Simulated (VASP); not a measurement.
Re, 8 atoms in the cell. Symmetry: Pm-3n, No. 223, cubic system. The conventional cell has a = 4.913 Å, b = 4.913 Å, c = 4.913 Å, α = 90.00°, β = 90.00°, γ = 90.00°. Within 3.6 Å of Re (site symmetry m-3) lie 12 Re at 2.75 Å. Re (site symmetry -4m2) has 14 Re at 2.46 to 3.01 Å within 3.2 Å. 

- Program: VASP 6.6.1
- Task: relaxation of cell and atoms
- Functional: PBEsol
- Potentials or basis: VASP PAW PBE potentials, release 64 (Re)
- Cutoff: 600 eV
- k mesh: 8 × 8 × 8
- Occupations: gaussian, width 0.1 eV
- Spin: no spin polarisation
- Dipole correction: no
- Further INCAR settings: ALGO = Normal; EDIFF = 1e-07; IBRION = 2; EDIFFG = -0.01; NSW = 100; ISIF = 3

Potentials or basis: VASP PAW PBE potentials, release 64 (Re).

The run is started by

```sh
$ cat potpaw_PBE.64/Re/POTCAR > POTCAR
$ mpirun -np 1 vasp_std > vasp.out
```

Hardware: 1 thread of Intel(R) Xeon(R) 6975P-C (Granite Rapids), with other jobs on the host.

**Question.** How long does it take, and how much memory?

**Answer.** Run time: 5.6 min on 1 thread of Intel(R) Xeon(R) 6975P-C (Granite Rapids), on a shared host, peak memory 0.32 GiB. Counts: scf iterations 44, k points 35, ion steps 3.
